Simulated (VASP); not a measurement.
A run of VASP 6.6.1:

File INCAR:

```
SYSTEM = W
PREC = Accurate ; ENCUT = 520
EDIFF = 1E-6 ; ISMEAR = -1
SIGMA = 0.15 ; LREAL = Auto
LASPH = .True. ; NELM = 100
ALGO = Normal ; ISIF = 2
LWAVE = .False. ; LCHARG = .False.
GGA = PS ; IBRION = 2
NSW = 80 ; EDIFFG = -0.03
KPAR = 4
```

File KPOINTS:

```
Automatic mesh
0
Gamma
  3 3 3
  0 0 0
```

Contents of POSCAR:

```
W
1.0
    6.3200000000      0.0000000000      0.0000000000
    0.0000000000      6.3200000000      0.0000000000
    0.0000000000      0.0000000000      6.3200000000
W
15
Direct
   -0.2500000000      0.2500000000     -0.2500000000
    0.5000000000      0.0000000000      0.0000000000
    0.0000000000      0.5000000000      0.0000000000
    0.0000000000      0.0000000000      0.5000000000
    0.2500000000      0.2500000000      0.2500000000
    0.5000000000      0.5000000000      0.0000000000
    0.5000000000      0.0000000000      0.5000000000
    0.7500000000      0.2500000000      0.2500000000
    0.0000000000      0.5000000000      0.5000000000
    0.2500000000      0.7500000000      0.2500000000
    0.2500000000      0.2500000000      0.7500000000
    0.5000000000      0.5000000000      0.5000000000
    0.7500000000      0.7500000000      0.2500000000
    0.2500000000      0.7500000000      0.7500000000
    0.7500000000      0.7500000000      0.7500000000
```

Potentials or basis: VASP PAW PBE potentials, release 64 (W_sv).

Run with:

```console
$ cat potpaw_PBE.64/W_sv/POTCAR > POTCAR
$ mpirun -np 4 vasp_std > vasp.out
```

Hardware: 4 MPI ranks on Intel(R) Xeon(R) Platinum 8259CL CPU @ 2.50GHz (Skylake/Cascade Lake), with other jobs on the host.

Question: How long does it take, and how much memory?

Answer: Run time: 3.5 min on 4 MPI ranks on Intel(R) Xeon(R) Platinum 8259CL CPU @ 2.50GHz (Skylake/Cascade Lake) (shared host), peak memory 0.39 GiB a rank. Counts: scf iterations 25, k points 4, ion steps 2.
